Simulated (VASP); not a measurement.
# FeB2 (P6/mmm) in VASP: elastic constants with LDA

Aim: the elastic constants of FeB2 with LDA.

Program: VASP 6.6.1. These are calculated values, not measurements. Logs are shortened: lines on timing, memory, paths and dates and some standing lists are left out, and cuts for length are marked.

**1. The cell of the first run**

The structure is hexagonal, space group P6/mmm (No. 191). Conventional cell: a = 3.029 Å, b = 3.029 Å, c = 2.553 Å, α = 90.00°, β = 90.00°, γ = 120.00°. Within 2.9 Å of Fe (site symmetry 6/mmm) lie 12 B at 2.16 Å and 2 Fe at 2.55 Å. Within 2.3 Å of B (site symmetry -6m2) lie 3 B at 1.75 Å and 6 Fe at 2.16 Å.

**2. Elastic constants, LDA**

Input file INCAR:

```
  PREC = Accurate
  ENCUT = 600
  EDIFF = 1E-8
  ISMEAR = 0
  SIGMA = 0.2
  LREAL = False
  LASPH = True
  NELM = 100
  ALGO = Normal
  ISIF = 3
  LWAVE = False
  LCHARG = False
  GGA = CA
  IBRION = 6
  NFREE = 2
  POTIM = 0.015
  NSW = 1
```

Input file KPOINTS:

```
regular mesh
0
Gamma
  18 18 16
```

Input file POSCAR:

```
FeB2
1.0
    3.0285529700      0.0000000000      0.0000000000
   -1.5142764850      2.6228038087      0.0000000000
    0.0000000000      0.0000000000      2.5531647469
Fe B
1 2
Direct
    0.0000000000      0.0000000000      0.0000000000
    0.3333333333      0.6666666667      0.5000000000
    0.6666666667      0.3333333333      0.5000000000
```

Potentials or basis: VASP PAW LDA potentials, release 64 (Fe, B).

Command:

```bash
$ cat potpaw_LDA.64/Fe/POTCAR potpaw_LDA.64/B/POTCAR > POTCAR
$ mpirun -np 1 vasp_std > vasp.out
```

OUTCAR:

```text
PREC = Accurate
   ENCUT = 600
   EDIFF = 1E-8
   ISMEAR = 0
   LREAL = False
   LASPH = True
   NELM = 100
   ISIF = 3
   GGA = CA
   IBRION = 6
   NFREE = 2
   POTIM = 0.015
   NSW = 1

 ion  position               nearest neighbor table
   1  0.000  0.000  0.000-   2 2.16   3 2.16   2 2.16   3 2.16   2 2.16   2 2.16   3 2.16   3 2.16
                             3 2.16   3 2.16   2 2.16   2 2.16
   2  0.333  0.667  0.500-   3 1.75   3 1.75   3 1.75   1 2.16   1 2.16   1 2.16   1 2.16   1 2.16
                             1 2.16
   3  0.667  0.333  0.500-   2 1.75   2 1.75   2 1.75   1 2.16   1 2.16   1 2.16   1 2.16   1 2.16
                             1 2.16

  LATTYP: Found a hexagonal cell.
 ALAT       =     3.0285529700
 C/A-ratio  =     0.8430312338

  Lattice vectors:

 A1 = (   3.0285529700,   0.0000000000,   0.0000000000)
 A2 = (  -1.5142764850,   2.6228038087,   0.0000000000)
 A3 = (   0.0000000000,   0.0000000000,   2.5531647469)

Analysis of symmetry for initial positions (statically):
=====================================================================
 Subroutine PRICEL returns:
 Original cell was already a primitive cell.

 Routine SETGRP: Setting up the symmetry group for a
 hexagonal supercell.

 Subroutine GETGRP returns: Found 24 space group operations
 (whereof 24 operations were pure point group operations)
 out of a pool of 24 trial point group operations.

The static configuration has the point symmetry D_6h.

Analysis of symmetry for dynamics (positions and initial velocities):
=====================================================================
 Subroutine PRICEL returns:
 Original cell was already a primitive cell.

 Routine SETGRP: Setting up the symmetry group for a
 hexagonal supercell.

 Subroutine GETGRP returns: Found 24 space group operations
 (whereof 24 operations were pure point group operations)
 out of a pool of 24 trial point group operations.

The dynamic configuration has the point symmetry D_6h.

 Subroutine INISYM returns: Found 24 space group operations
 (whereof 24 operations are pure point group operations),
 and found     1 'primitive' translations

----------------------------------------------------------------------------------------

                                     Primitive cell

  volume of cell :      20.2806

  direct lattice vectors                    reciprocal lattice vectors
     3.028552970  0.000000000  0.000000000     0.330190692  0.190635685  0.000000000
    -1.514276485  2.622803809  0.000000000     0.000000000  0.381271369  0.000000000
     0.000000000  0.000000000  2.553164747     0.000000000  0.000000000  0.391670769

  length of vectors
     3.028552970  3.028552970  2.553164747     0.381271369  0.381271369  0.391670769

  position of ions in fractional coordinates (direct lattice)
     0.000000000  0.000000000  0.000000000
     0.333333333  0.666666667  0.500000000
     0.666666667  0.333333333  0.500000000

  ion indices of the primitive-cell ions
   primitive index   ion index
                 1           1
                 2           2
                 3           3

----------------------------------------------------------------------------------------

 KPOINTS: regular mesh

Automatic generation of k-mesh.
 Grid dimensions read from file:
 generate k-points for:   18   18   16

 Generating k-lattice:

  Cartesian coordinates                     Fractional coordinates (reciprocal lattice)
     0.018343927  0.010590871  0.000000000     0.055555556 -0.000000000  0.000000000
     0.000000000  0.021181743  0.000000000     0.000000000  0.055555556  0.000000000
     0.000000000  0.000000000  0.024479423     0.000000000  0.000000000  0.062500000

  Length of vectors
     0.021181743  0.021181743  0.024479423

  Shift w.r.t. Gamma in fractional coordinates (k-lattice)
[... 71 lines left out ...]
     AMIX     =   0.40;   BMIX     =  1.00
     AMIX_MAG =   1.60;   BMIX_MAG =  1.00
  volume/ion in A,a.u.               =       6.76        45.62
  Fermi-wavevector in a.u.,A,eV,Ry     =   1.446852  2.734155 28.482190  2.093382
  Thomas-Fermi vector in A             =   2.564874
   LORBIT       =      0    0 simple, 1 ext, 2 COOP (PROOUT), +10 PAW based schemes
   GGA     = CA    functional components
   LHFCALC =     F    Hartree Fock is set to
   AEXX    =    0.0000 exact exchange contribution
   IVDW    =     0    specifies the selected vdW correction
   LEPSILON=     F    determine dielectric tensor
   LRPA    =     F    only Hartree local field effects (RPA)
 finite differences with symmetry
 non-spin polarized calculation
 Gauss-broadening in eV      SIGMA  =   0.20
  energy-cutoff  :      600.00
  volume of cell :       20.28
 maximum number of plane-waves:       702
   NGX = 13   NGY = 13   NGZ = 11

--------------------------------------- Ionic step        1  -------------------------------------------

 number of electron      13.9999998 magnetization

 Free energy of the ion-electron system (eV)
  ---------------------------------------------------
  ext. energy  EPLUGINS =         0.00000000
  ---------------------------------------------------
  free energy    TOTEN  =       -24.69645869 eV

  energy without entropy =      -24.65448986  energy(sigma->0) =      -24.67547428

------------------------ aborting loop because EDIFF is reached ----------------------------------------

  FORCE on cell =-STRESS in cart. coord.  units (eV):
  Direction    XX          YY          ZZ          XY          YZ          ZX
  --------------------------------------------------------------------------------------
  -------------------------------------------------------------------------------------
  Total        0.4521590      0.4521590      0.4475501      0.0000000      0.0000000      0.0000000
  in kB       35.7208606     35.7208606     35.3567541      0.0000000      0.0000000      0.0000000
  external PRESSURE =      35.5994918 kB  Pullay stress =       0.0000000 kB
[... 92 lines left out ...]
  FREE ENERGIE OF THE ION-ELECTRON SYSTEM (eV)
  ---------------------------------------------------
  free  energy   TOTEN  =       -24.6802101224 eV

  energy  without entropy=      -24.6378323098  energy(sigma->0) =      -24.65902122

[... ionic steps 4 to 18 ...]

--------------------------------------- Ionic step       19  -------------------------------------------

 number of electron      13.9999998 magnetization

------------------------ aborting loop because EDIFF is reached ----------------------------------------
[... 69 lines left out ...]
--------------------------------------- Ionic step       21  -------------------------------------------

 number of electron      13.9999998 magnetization

 Free energy of the ion-electron system (eV)
  ---------------------------------------------------
  ext. energy  EPLUGINS =         0.00000000
  ---------------------------------------------------
  free energy    TOTEN  =       -24.69567097 eV

  energy without entropy =      -24.65371672  energy(sigma->0) =      -24.67469385

 E-fermi :   9.7338     XC(G=0): -13.8490

 val. band max:        9.7327583751   @ k =  -0.1111   0.5000   0.1875
 cond. band min:       9.7406753043   @ k =   0.1667   0.0556   0.3125
 fundamental gap:      0.0079169292
 Fermi energy:         9.7337809075

 k-point     1 :       0.0000    0.0000    0.0000
  band No.  band energies     occupation
      1      -6.1569      2.00000
      2       4.1890      2.00000
      3       4.1890      2.00000
      4       5.7261      2.00000
      5       8.6894      2.00000
      6       8.6894      2.00000
      7      10.0021      0.05782
      8      12.4057      0.00000
      9      12.4057      0.00000
     10      13.1853      0.00000
     11      13.1853      0.00000
[... 309 lines left out ...]
 k-point    24 :       0.3889    0.1111    0.0000
  band No.  band energies     occupation
      1      -2.6025      2.00000
      2      -0.9474      2.00000
      3       3.0763      2.00000
      4       6.2245      2.00000
      5       6.8499      2.00000
      6       8.3276      2.00000
      7       8.6075      2.00000
      8       8.8506      2.00000
      9      15.3340      0.00000
     10      16.5293      0.00000
     11      16.6428      0.00000

 [... further k-points ...]

------------------------ aborting loop because EDIFF is reached ----------------------------------------

  FORCE on cell =-STRESS in cart. coord.  units (eV):
  Direction    XX          YY          ZZ          XY          YZ          ZX
  --------------------------------------------------------------------------------------
  -------------------------------------------------------------------------------------
  Total        0.4551960      0.4551960      0.4483674      0.0000000      0.0000000      0.0000000
  in kB       35.9607849     35.9607849     35.4213208      0.0000000      0.0000000      0.0000000
  external PRESSURE =      35.7809635 kB  Pullay stress =       0.0000000 kB
[... 18 lines left out ...]
  FREE ENERGIE OF THE ION-ELECTRON SYSTEM (eV)
  ---------------------------------------------------
  free  energy   TOTEN  =       -24.6956709700 eV

  energy  without entropy=      -24.6537167209  energy(sigma->0) =      -24.67469385

 INTERNAL STRAIN TENSORS FROM STRAINED CELLS
 ============================================

 INTERNAL STRAIN TENSOR FOR ION    1 for displacements in x,y,z  (eV/Angst):
          X           Y           Z          XY          YZ          ZX
  --------------------------------------------------------------------------------
  x     0.00000     0.00000     0.00000     0.00000     0.00000     0.00000
  y     0.00000     0.00000     0.00000    -0.00000     0.00000     0.00000
  z     0.00000     0.00000     0.00000     0.00000     0.00000     0.00000

 INTERNAL STRAIN TENSORS FROM DISPLACED ATOMS
 ============================================

 INTERNAL STRAIN TENSOR FOR ION    1 for displacements in x,y,z  (eV/Angst):
          X           Y           Z          XY          YZ          ZX
  --------------------------------------------------------------------------------
  x     0.00000     0.00000     0.00000     0.00000     0.00000     0.00000
  y     0.00000     0.00000     0.00000     0.00000     0.00000     0.00000
  z     0.00000     0.00000     0.00000     0.00000     0.00000     0.00000

 INTERNAL STRAIN TENSOR FOR ION    3 for displacements in x,y,z  (eV/Angst):
          X           Y           Z          XY          YZ          ZX
  --------------------------------------------------------------------------------
  x     0.00000     0.00000     0.00000     0.65294     0.00000     0.00000
  y     0.65294    -0.65294     0.00000     0.00000     0.00000     0.00000
  z     0.00000     0.00000     0.00000    -0.00000     0.00000     0.00000

 Eigenvectors and eigenvalues of the dynamical matrix
 ----------------------------------------------------

   1 f  =   23.662118 THz   148.673471 2PiTHz  789.283294 cm-1    97.858612 meV
             X         Y         Z           dx          dy          dz
      0.000000  0.000000  0.000000    -0.000000   -0.000000    0.000000
     -0.000000  1.748536  1.276582     0.707107    0.000002   -0.000000
      1.514276  0.874268  1.276582    -0.707107   -0.000002   -0.000000
[... 43 lines left out ...]
   9 f/i=    0.004201 THz     0.026398 2PiTHz    0.140142 cm-1     0.017375 meV
             X         Y         Z           dx          dy          dz
      0.000000  0.000000  0.000000     0.000000    0.000000   -0.849304
     -0.000000  1.748536  1.276582     0.000000    0.000000   -0.373284
      1.514276  0.874268  1.276582     0.000000    0.000000   -0.373284

--------------------------------------------------------------------------------------------------------

 ELASTIC MODULI CONTR FROM IONIC RELAXATION (kBar)
 Direction    XX          YY          ZZ          XY          YZ          ZX
 --------------------------------------------------------------------------------
 XX          -2.7198      2.7198      0.0000      0.0000      0.0000      0.0000
 YY           2.7198     -2.7198      0.0000     -0.0000      0.0000      0.0000
 ZZ           0.0000      0.0000      0.0000      0.0000      0.0000      0.0000
 XY           0.0000     -0.0000      0.0000     -2.7198      0.0000      0.0000
 YZ           0.0000      0.0000      0.0000      0.0000      0.0000      0.0000
 ZX           0.0000      0.0000      0.0000      0.0000      0.0000      0.0000
 --------------------------------------------------------------------------------

 TOTAL ELASTIC MODULI (kBar)
 Direction    XX          YY          ZZ          XY          YZ          ZX
 --------------------------------------------------------------------------------
 XX        6420.3213   2539.5210   2675.7667      0.0000      0.0000      0.0000
 YY        2539.5210   6420.3213   2675.7667     -0.0000     -0.0000      0.0000
 ZZ        2675.7667   2675.7667   3854.7409      0.0000      0.0000      0.0000
 XY           0.0000     -0.0000      0.0000   1940.4002      0.0000      0.0000
 YZ          -0.0000     -0.0000      0.0000      0.0000   1622.5529      0.0000
 ZX           0.0000      0.0000      0.0000      0.0000      0.0000   1622.5500
 --------------------------------------------------------------------------------
```

It took 67 min on 1 thread of Oxide Virtual Turin-like, shared host; peak memory 0.82 GiB.

What came out:

| Item | Value |
| --- | --- |
| Voigt bulk modulus | 361 GPa |
| Highest phonon frequency at Γ | 789 cm⁻¹ |

Phonon frequencies in cm⁻¹ (negative: imaginary):
```
              q point                    frequencies
(0.000, 0.000, 0.000)  0 0 0 297 404 404 537 789 789
```

Elastic tensor in Voigt notation (GPa, in the Cartesian axes of the cell as first typed):
```
642 254 268   0   0   0
254 642 268   0   0   0
268 268 385   0   0   0
  0   0   0 162   0   0
  0   0   0   0 162   0
  0   0   0   0   0 194
```

Clamped-ion elastic tensor (GPa):
```
642 254 268   0   0   0
254 642 268   0   0   0
268 268 385   0   0   0
  0   0   0 162   0   0
  0   0   0   0 162   0
  0   0   0   0   0 194
```

Caveat: the cell is under stress, which shifts elastic constants; the run has no spin polarisation, though such a crystal can be magnetic. Spin polarisation is off, so any magnetic state and its effect on volume and gap are missing.
